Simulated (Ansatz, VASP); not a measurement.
**AlN: VASP beside Ansatz**

```
Al N
1.0
     3.11336    0.00000    0.00000
    -1.55668    2.69625    0.00000
     0.00000    0.00000    4.09655
Al N
2 2
Cartesian
  0.0000 1.7975 3.0724
  1.5567 0.8987 1.0241
  0.0000 1.7975 1.0241
  1.5567 0.8987 3.0724
```

Alike in both runs: task single point; functional PBEsol; k mesh 9 × 9 × 6; occupations gaussian, width 0.05 eV; no spin polarisation.

|  | VASP | Ansatz |
| --- | --- | --- |
| version | VASP 6.6.1 | Ansatz 0.2.0 |
| potentials or method | VASP PAW PBE potentials, release 64 (Al, N), cutoff 520 eV | scalar-relativistic, plane waves, PAW |
| valence electrons in the cell | 16 | 16 |

VASP gave:

- gap on the k mesh at the Fermi level (eV): 4.23
- least direct gap on the mesh (eV): 4.23

Which values does Ansatz return?

gap on the k mesh at the Fermi level (eV): 4.21; least direct gap on the mesh (eV): 4.21.

VASP's potentials were made for PBE, not for PBEsol, and Ansatz warns of the same on its side. The functional is the same, so the differences come from potentials, cutoffs and numerics.
